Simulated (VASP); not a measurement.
# FeSi2 (P4/mmm) in VASP: single point with r2SCAN

Aim: the single point of FeSi2 with r2SCAN.

All numbers are computed with VASP 6.6.1; they aren't measurements. Logs are shortened: lines on timing, memory, paths and dates and some standing lists are left out, and cuts for length are marked.

## (1) The cell of the first run

The structure is tetragonal, space group P4/mmm (No. 123). The conventional cell has a = 2.683 Å, b = 2.683 Å, c = 5.103 Å, α = 90.00°, β = 90.00°, γ = 90.00°. Fe (site symmetry 4/mmm) has 8 Si at 2.35 Å and 4 Fe at 2.68 Å within 3.1 Å. Within 3.1 Å of Si (site symmetry 4mm) lie 6 Si at 2.34 to 2.76 Å and 4 Fe at 2.35 Å.

## (2) Single point, r2SCAN, collinear spin, ferromagnetic start

The input, POSCAR:

```
FeSi2
1.0
    2.6831814398      0.0000000000      0.0000000000
    0.0000000000      2.6831814398      0.0000000000
    0.0000000000      0.0000000000      5.1028364790
Fe Si
1 2
Direct
    0.0000000000      0.0000000000      0.0000000000
    0.5000000000      0.5000000000      0.2708629427
    0.5000000000      0.5000000000      0.7291370573
```

The input, INCAR.step1:

```
SYSTEM = FeSi2
PREC = Accurate ; ENCUT = 660
ISMEAR = -1 ; SIGMA = 0.05
LREAL = .FALSE. ; LASPH = .TRUE.
NELM = 200 ; ISPIN = 2
MAGMOM = 3 0 0 ; LMAXMIX = 4
NBANDS = 23 ; GGA = PE
ALGO = Normal ; EDIFF = 1E-5
LWAVE = .TRUE. ; LCHARG = .FALSE.
GGA_COMPAT = .FALSE.
```

The input, INCAR.step2:

```
SYSTEM = FeSi2
PREC = Accurate ; ENCUT = 660
EDIFF = 1E-6 ; ISMEAR = -1
SIGMA = 0.05 ; LREAL = .FALSE.
LASPH = .TRUE. ; NELM = 200
ALGO = Normal ; ISIF = 2
LWAVE = .FALSE. ; LCHARG = .FALSE.
ISPIN = 2 ; MAGMOM = 3 0 0
LORBIT = 11 ; LMAXMIX = 4
METAGGA = R2SCAN ; LMIXTAU = .TRUE.
NBANDS = 23 ; ISTART = 1
GGA_COMPAT = .FALSE.
```

The input, KPOINTS:

```
regular mesh
0
G
  12 12 7
  0 0 0
```

Potentials or basis: VASP PAW PBE potentials, release 64 (Fe_sv, Si).

Command:

```console
$ cat potpaw_PBE.64/Fe_sv/POTCAR potpaw_PBE.64/Si/POTCAR > POTCAR
$ cp INCAR.step1 INCAR
$ mpirun -np 1 vasp_std > vasp.out
$ cp INCAR.step2 INCAR
$ mpirun -np 1 vasp_std > vasp.out
```

OUTCAR:

```text
SYSTEM = FeSi2
   PREC = Accurate
   ENCUT = 660
   EDIFF = 1E-6
   ISMEAR = -1
   LREAL = .FALSE.
   LASPH = .TRUE.
   NELM = 200
   ISIF = 2
   ISPIN = 2
   LORBIT = 11
   METAGGA = R2SCAN
   ISTART = 1

 ion  position               nearest neighbor table
   1  0.000  0.000  0.000-   2 2.35   3 2.35   2 2.35   3 2.35   2 2.35   3 2.35   2 2.35   3 2.35

   2  0.500  0.500  0.271-   3 2.34   1 2.35   1 2.35   1 2.35   1 2.35   3 2.76
   3  0.500  0.500  0.729-   2 2.34   1 2.35   1 2.35   1 2.35   1 2.35   2 2.76

  LATTYP: Found a simple tetragonal cell.
 ALAT       =     2.6831814398
 C/A-ratio  =     1.9017858440

  Lattice vectors:

 A1 = (   2.6831814398,   0.0000000000,   0.0000000000)
 A2 = (   0.0000000000,   2.6831814398,   0.0000000000)
 A3 = (   0.0000000000,   0.0000000000,   5.1028364790)

Analysis of symmetry for initial positions (statically):
=====================================================================
 Subroutine PRICEL returns:
 Original cell was already a primitive cell.

 Routine SETGRP: Setting up the symmetry group for a
 simple tetragonal supercell.

 Subroutine GETGRP returns: Found 16 space group operations
 (whereof 16 operations were pure point group operations)
 out of a pool of 16 trial point group operations.

The static configuration has the point symmetry D_4h.

Analysis of symmetry for dynamics (positions and initial velocities):
=====================================================================
 Subroutine PRICEL returns:
 Original cell was already a primitive cell.

 Routine SETGRP: Setting up the symmetry group for a
 simple tetragonal supercell.

 Subroutine GETGRP returns: Found 16 space group operations
 (whereof 16 operations were pure point group operations)
 out of a pool of 16 trial point group operations.

The dynamic configuration has the point symmetry D_4h.

Analysis of structural, dynamic, and magnetic symmetry:
=====================================================================
 Subroutine PRICEL returns:
 Original cell was already a primitive cell.

 Routine SETGRP: Setting up the symmetry group for a
 simple tetragonal supercell.

 Subroutine GETGRP returns: Found 16 space group operations
 (whereof 16 operations were pure point group operations)
 out of a pool of 16 trial point group operations.

The overall configuration has the point symmetry D_4h.

 Subroutine INISYM returns: Found 16 space group operations
 (whereof 16 operations are pure point group operations),
 and found     1 'primitive' translations

----------------------------------------------------------------------------------------

                                     Primitive cell

  volume of cell :      36.7377

  direct lattice vectors                    reciprocal lattice vectors
     2.683181440  0.000000000  0.000000000     0.372691904  0.000000000  0.000000000
     0.000000000  2.683181440  0.000000000     0.000000000  0.372691904  0.000000000
     0.000000000  0.000000000  5.102836479     0.000000000  0.000000000  0.195969439

  length of vectors
     2.683181440  2.683181440  5.102836479     0.372691904  0.372691904  0.195969439

  position of ions in fractional coordinates (direct lattice)
     0.000000000  0.000000000  0.000000000
     0.500000000  0.500000000  0.270862943
     0.500000000  0.500000000  0.729137057

  ion indices of the primitive-cell ions
   primitive index   ion index
                 1           1
                 2           2
                 3           3

----------------------------------------------------------------------------------------

 KPOINTS: regular mesh

Automatic generation of k-mesh.
 Grid dimensions read from file:
 generate k-points for:   12   12    7

 Generating k-lattice:

  Cartesian coordinates                     Fractional coordinates (reciprocal lattice)
     0.031057659  0.000000000  0.000000000     0.083333333  0.000000000  0.000000000
     0.000000000  0.031057659  0.000000000     0.000000000  0.083333333  0.000000000
     0.000000000  0.000000000  0.027995634     0.000000000  0.000000000  0.142857143

  Length of vectors
     0.031057659  0.031057659  0.027995634

  Shift w.r.t. Gamma in fractional coordinates (k-lattice)
     0.000000000  0.000000000  0.000000000

 Subroutine IBZKPT returns following result:
 ===========================================

 Found    112 irreducible k-points:

 Following reciprocal coordinates:
            Coordinates               Weight
  0.000000  0.000000  0.000000      1.000000
  0.083333  0.000000  0.000000      4.000000
  0.166667  0.000000  0.000000      4.000000
  0.250000  0.000000  0.000000      4.000000
  0.333333  0.000000  0.000000      4.000000
  0.416667  0.000000  0.000000      4.000000
[... 16 lines left out ...]
  0.333333  0.333333  0.000000      4.000000
  0.416667  0.333333  0.000000      8.000000
 [... further k-points ...]
   k-points           NKPTS =    112   k-points in BZ     NKDIM =    112   number of bands    NBANDS=     23
   number of dos      NEDOS =    301   number of ions     NIONS =      3
   total plane-waves  NPLWV =  27648
   dimension x,y,z NGX =    24 NGY =   24 NGZ =   48
   dimension x,y,z NGXF=    48 NGYF=   48 NGZF=   96
   ions per type =               1   2
   NGX,Y,Z   is equivalent  to a cutoff of  14.87, 14.87, 15.64 a.u.
   NGXF,Y,Z  is equivalent  to a cutoff of  29.74, 29.74, 31.28 a.u.
 SYSTEM =  FeSi2
   PREC   = accura    normal or accurate (medium, high low for compatibility)
   ISTART =      1    job   : 0-new  1-cont  2-samecut
   ICHARG =      0    charge: 1-file 2-atom 10-const
   ISPIN  =      2    spin polarized calculation?
   LNONCOLLINEAR =      F non collinear calculations
   LSORBIT =      F    spin-orbit coupling
   LASPH  =      T    aspherical Exc in radial PAW
   ENCUT  =  660.0 eV  48.51 Ry    6.96 a.u.   5.62  5.62 10.69*2*pi/ulx,y,z
   NELM   =    200;   NELMIN=  2; NELMDL=  0     # of ELM steps
   EDIFF  = 0.1E-05   stopping-criterion for ELM
   LREAL  =      F    real-space projection
   EDIFFG = 0.1E-04   stopping-criterion for IOM
   NSW    =      0    number of steps for IOM
   IBRION =     -1    ionic relax: 0-MD 1-quasi-New 2-CG
   NFREE  =      0    steps in history (QN), initial steepest desc. (CG)
   ISIF   =      2    stress and relaxation
   ISYM   =      2    0-nonsym 1-usesym 2-fastsym
   POTIM  = 0.5000    time-step for ionic-motion
   TEBEG  =    0.0;   TEEND  =   0.0 temperature during run
   PSTRESS=    0.0 pullay stress
   NELECT =      24.0000    total number of electrons
   NUPDOWN=      -1.0000    fix difference up-down
   EMIN   =  10.00;   EMAX   =-10.00  energy-range for DOS
   EFERMI =   0.00;   METHOD = LEGACY
   ISMEAR =    -1;   SIGMA  =   0.05  broadening in eV -4-tet -1-fermi 0-gaus
   EFERMI_NEDOS =   21; number of points for ismear=-14 and -15
   IALGO  =     38    algorithm
   IMIX   =      4    mixing-type and parameters
     AMIX     =   0.40;   BMIX     =  1.00
     AMIX_MAG =   1.60;   BMIX_MAG =  1.00
  volume/ion in A,a.u.               =      12.25        82.64
  Fermi-wavevector in a.u.,A,eV,Ry     =   1.420500  2.684356 27.454123  2.017821
  Thomas-Fermi vector in A             =   2.541409
   LORBIT       =     11    0 simple, 1 ext, 2 COOP (PROOUT), +10 PAW based schemes
   METAGGA = R2SCAN    functional components
   LHFCALC =     F    Hartree Fock is set to
   AEXX    =    0.0000 exact exchange contribution
   IVDW    =     0    specifies the selected vdW correction
   LEPSILON=     F    determine dielectric tensor
   LRPA    =     F    only Hartree local field effects (RPA)
 spin polarized calculation
  energy-cutoff  :      660.00
  volume of cell :       36.74
 maximum number of plane-waves:      1438
 NGX is ok and might be reduce to    24
   NGX = 11   NGY = 11   NGZ = 21

 number of electron      23.9999997 magnetization       0.0000100

 number of electron      23.9999997 magnetization      -0.0000116

 Free energy of the ion-electron system (eV)
  ---------------------------------------------------
  ext. energy  EPLUGINS =         0.00000000
  ---------------------------------------------------
  free energy    TOTEN  =       -32.66487031 eV

  energy without entropy =      -32.65659501  energy(sigma->0) =      -32.66073266

 E-fermi :  12.1123     XC(G=0): -13.0281

 val. band max:       12.1076465659   @ k =   0.5000   0.3333   0.0000
 cond. band min:      12.1318235425   @ k =   0.4167   0.4167   0.0000
 fundamental gap:      0.0241769765
 Fermi energy:        12.1123111584

 spin component 1

 k-point     1 :       0.0000    0.0000    0.0000
  band No.  band energies     occupation
      1     -78.4162      1.00000
      2     -43.2089      1.00000
      3     -43.2089      1.00000
      4     -43.0455      1.00000
      5      -2.7778      1.00000
      6       2.3211      1.00000
[... 15 lines left out ...]
     22      23.9137      0.00000
     23      27.4187      0.00000

 k-point     2 :       0.0833    0.0000    0.0000
  band No.  band energies     occupation
      1     -78.4153      1.00000
      2     -43.2186      1.00000
      3     -43.2080      1.00000
      4     -43.0444      1.00000
      5      -2.6284      1.00000
      6       2.4264      1.00000
[... 15 lines left out ...]
     22      24.1011      0.00000
     23      27.9362      0.00000
[... 544 lines left out ...]
     22      25.7723      0.00000
     23      27.9361      0.00000

 k-point    24 :       0.4167    0.3333    0.0000
  band No.  band energies     occupation
      1     -78.3941      1.00000
      2     -43.3289      1.00000
      3     -43.3005      1.00000
      4     -43.0186      1.00000
      5       2.4712      1.00000
      6       5.9306      1.00000
[... 15 lines left out ...]
     22      26.1741      0.00000
     23      26.7150      0.00000

 [... further k-points ...]

 spin component 2

 k-point     1 :       0.0000    0.0000    0.0000
  band No.  band energies     occupation
      1     -78.4162      1.00000
      2     -43.2089      1.00000
      3     -43.2089      1.00000
      4     -43.0455      1.00000
      5      -2.7778      1.00000
      6       2.3211      1.00000
[... 15 lines left out ...]
     22      23.9137      0.00000
     23      27.4186      0.00000

 k-point     2 :       0.0833    0.0000    0.0000
  band No.  band energies     occupation
      1     -78.4153      1.00000
      2     -43.2186      1.00000
      3     -43.2080      1.00000
      4     -43.0444      1.00000
      5      -2.6284      1.00000
      6       2.4264      1.00000
[... 15 lines left out ...]
     22      24.1011      0.00000
     23      27.9362      0.00000
[... 544 lines left out ...]
     22      25.7723      0.00000
     23      27.9360      0.00000

 k-point    24 :       0.4167    0.3333    0.0000
  band No.  band energies     occupation
      1     -78.3941      1.00000
      2     -43.3290      1.00000
      3     -43.3005      1.00000
      4     -43.0186      1.00000
      5       2.4712      1.00000
      6       5.9306      1.00000
[... 15 lines left out ...]
     22      26.1741      0.00000
     23      26.7150      0.00000

 [... further k-points ...]

------------------------ aborting loop because EDIFF is reached ----------------------------------------

  FORCE on cell =-STRESS in cart. coord.  units (eV):
  Direction    XX          YY          ZZ          XY          YZ          ZX
  --------------------------------------------------------------------------------------
  -------------------------------------------------------------------------------------
  Total       -0.3493061     -0.3493061     -0.1741951      0.0000000      0.0000000     -0.0000000
  in kB      -15.2336885    -15.2336885     -7.5968695      0.0000000      0.0000000     -0.0000000
  external PRESSURE =     -12.6880821 kB  Pullay stress =       0.0000000 kB

 VOLUME and BASIS-vectors are now :
 -----------------------------------------------------------------------------
  energy-cutoff  :      660.00
  volume of cell :       36.74
      direct lattice vectors                 reciprocal lattice vectors
     2.683181440  0.000000000  0.000000000     0.372691904  0.000000000  0.000000000
     0.000000000  2.683181440  0.000000000     0.000000000  0.372691904  0.000000000
     0.000000000  0.000000000  5.102836479     0.000000000  0.000000000  0.195969439

 POSITION                                       TOTAL-FORCE (eV/Angst)
 -----------------------------------------------------------------------------------
      0.00000      0.00000      0.00000         0.000000      0.000000     -0.000000
      1.34159      1.34159      1.38217         0.000000      0.000000      0.033040
      1.34159      1.34159      3.72067         0.000000     -0.000000     -0.033040
 -----------------------------------------------------------------------------------
    total drift:                                0.000000      0.000000      0.000000

  FREE ENERGIE OF THE ION-ELECTRON SYSTEM (eV)
  ---------------------------------------------------
  free  energy   TOTEN  =       -32.6648703068 eV

  energy  without entropy=      -32.6565950081  energy(sigma->0) =      -32.66073266

 total charge

# of ion       s       p       d       tot
------------------------------------------
    1        2.169   6.068   5.754  13.991
    2        0.723   0.914   0.000   1.636
    3        0.723   0.914   0.000   1.636
--------------------------------------------------
tot          3.615   7.895   5.754  17.263

 magnetization (x)

# of ion       s       p       d       tot
------------------------------------------
    1        0.000  -0.000  -0.000  -0.000
    2        0.000   0.000   0.000   0.000
    3        0.000   0.000   0.000   0.000
--------------------------------------------------
tot          0.000   0.000  -0.000  -0.000
```

It took 5.9 min on 1 thread of Intel Xeon 6975P-C (Granite Rapids), shared host; peak memory 0.34 GiB.

What came out:

- Free energy: -32.6649 eV
- Pressure: -1.3 GPa
- Largest force: 0.033 eV/Å
- Band gap on the k mesh: zero (filled and empty bands overlap)
- Net moment: 0.00 μB per cell
- Valence electrons inside the program's atomic spheres: Fe 13.99; Si 1.64

Forces in eV/Å, atoms in the order of the input:
```
Fe   0.000  0.000  0.000
Si   0.000  0.000  0.033
Si   0.000  0.000 -0.033
```

Caveat: the PAW data sets were made with another functional, which shifts forces and pressure a little.
